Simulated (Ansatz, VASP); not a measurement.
# One calculation of Ni, two programs

INCAR

```
SYSTEM = Ni
PREC     = Accurate       ! precision mode
ENCUT    = 520            ! plane-wave cutoff, eV
EDIFF    = 1E-6           ! SCF threshold, eV
ISMEAR   = -1             ! smearing method
SIGMA    = 0.1            ! smearing width, eV
LREAL    = .FALSE.        ! projectors in reciprocal space
LASPH    = .TRUE.         ! aspherical terms in the spheres
NELM     = 150            ! most SCF steps
ALGO     = Normal         ! electronic algorithm
ISIF     = 2              ! what is computed and relaxed
LWAVE    = .FALSE.        ! write WAVECAR
LCHARG   = .TRUE.         ! write CHGCAR
ISPIN    = 2              ! spin polarisation
MAGMOM   = 2              ! initial moments
LORBIT   = 11             ! projections on sites
LMAXMIX  = 4              ! l up to which the mixer works
LDAU     = .TRUE.         ! DFT+U
LDAUTYPE = 2            
LDAUL    = 2              ! shell
LDAUU    = 6.2            ! U, eV
LDAUJ    = 0            
LDAUPRINT= 1            
GGA      = PE             ! functional
LELF     = .TRUE.         ! ELF
LVHAR    = .TRUE.       
NBANDS   = 15             ! bands
```

The input KPOINTS:

```
regular mesh
0
G
  13 13 13
  0 0 0
```

File POSCAR:

```
Ni
1.0
    0.0000000000      1.7698700000      1.7698700000
    1.7698700000      0.0000000000      1.7698700000
    1.7698700000      1.7698700000      0.0000000000
Ni
1
Direct
    0.0000000000      0.0000000000      0.0000000000
```

Input for Ansatz:

```yaml
crystal:
  lattice:
    - [0.0, 1.76987, 1.76987]
    - [1.76987, 0.0, 1.76987]
    - [1.76987, 1.76987, 0.0]
  atoms:
    - { symbol: Ni, position: [0.0, 0.0, 0.0], spin: 2.0 }
magnetization:
  spin_polarized: true
hamiltonian:
  xc: pbe
  pseudopotentials: { kind: paw }
  hubbard: { sites: [{ species: Ni, l: d, u_eff: 6.2 }] }
basis:
  ecutwfc: 420
kpoints:
  mp_grid: { grid: [13, 13, 13] }
scf:
  occupations: { method: fermi_dirac, width: 0.1 }
  lower_state_search: "off"
output:
  forces: true
  stress: true
```

Alike in both runs: task single point; functional PBE; k mesh 13 × 13 × 13; occupations fermi-dirac, width 0.1 eV; collinear spin; Hubbard terms Ni d U = 6.2 eV.

|  | VASP | Ansatz |
| --- | --- | --- |
| version | VASP 6.6.1 | Ansatz 0.2.0 |
| potentials or method | VASP PAW PBE potentials, release 64 (Ni), cutoff 520 eV | PAW, plane waves, scalar-relativistic |
| valence electrons in the cell | 10 | 18 |

Ansatz gave:

| Property | Result |
| --- | --- |
| pressure (GPa) | -0.1 |
| net moment per atom (μB) | 0.69 |
| size of the moment on the site where the two differ most (μB) | 0.75 |

Task: Which values does VASP return?

Result: Pressure (GPa): -10.4; net moment per atom (μB): 0.82; size of the moment on the site where the two differ most (μB): 0.87.

The net moments are unlike, so the other rows may belong to different states. Site moments also hang on the region over which each program counts them. The programs project onto different local orbitals, so the same U acts differently, and such runs can settle in different states. VASP's potentials hold 10 valence electrons a cell and Ansatz's 18, so a difference there can come from the potentials and not from the codes. Ansatz's warnings: filled band counts differ across k points.
